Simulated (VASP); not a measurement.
# AlIn2B2As: single point with PBE

AlIn2B2As:

```xyz
6
Lattice="4.2452 0.0000 0.0000 1.9351 5.1755 0.0000 2.0716 -0.4061 5.2787" Properties=species:S:1:pos:R:3 pbc="T T T"
Al    7.2726    4.5498    4.4200
In    5.1608    0.8412    1.9902
In    3.1966    2.9252    0.0171
B     3.8749    0.9494    4.1625
B     3.1333   -0.2783    5.0843
As    2.9719    2.4192    2.9065
```

```json
{
  "Program": "VASP 6.6.1",
  "Task": "single point",
  "Functional": "PBE",
  "Potentials or basis": "VASP PAW PBE potentials, release 64 (Al, In_d, B, As)",
  "Cutoff": "520 eV",
  "k mesh": "6 × 4 × 4",
  "Occupations": "gaussian, width 0.1 eV",
  "Spin": "no spin polarisation"
}
```

The pressure is 0.2 GPa. The largest force is 0.053 eV/Å and the band gap on the k mesh is zero (band 20 reaches 6.55 eV, above the bottom of band 21 at 5.75 eV).

Forces on the atoms (eV/Å):
```
Al   0.006  0.033 -0.031
In   0.006 -0.033  0.004
In  -0.033 -0.028  0.017
B    0.038 -0.027 -0.001
B   -0.017  0.046  0.019
As   0.001  0.009 -0.008
```

Stress tensor (GPa, compression positive):
```
-0.03  0.10  0.12
 0.10  0.10 -0.06
 0.12 -0.06  0.39
```

Levels at points of the mesh, in eV from the Fermi level:
```csv
k point,band 18,band 19,band 20,band 21,band 22,band 23
"(0.00, 0.00, 0.00)",-1.89,-1.71,-1.36,0.43,0.79,1.52
"(0.50, 0.00, 0.00)",-1.67,-1.51,-1.34,0.43,1.08,1.64
"(0.00, 0.50, 0.00)",-2.04,-1.90,-0.88,1.46,1.78,2.41
"(0.50, 0.50, 0.00)",-3.20,-1.04,-0.42,0.37,1.58,2.84
"(0.00, 0.00, 0.50)",-2.23,-1.92,-0.41,1.33,1.62,2.46
"(0.50, 0.00, 0.50)",-3.18,-1.48,-0.83,0.60,1.61,2.81
"(0.00, 0.50, 0.50)",-0.59,-0.40,0.65,0.71,1.51,2.55
"(0.50, 0.50, 0.50)",-2.19,-1.78,-1.02,0.73,1.16,1.74
```

Wall time 64 s on 1 thread of Intel(R) Xeon(R) 6975P-C (Granite Rapids), on a shared host, peak memory 0.35 GiB.

Caveat: spin-orbit coupling is left out, which moves the levels of the heavy elements.
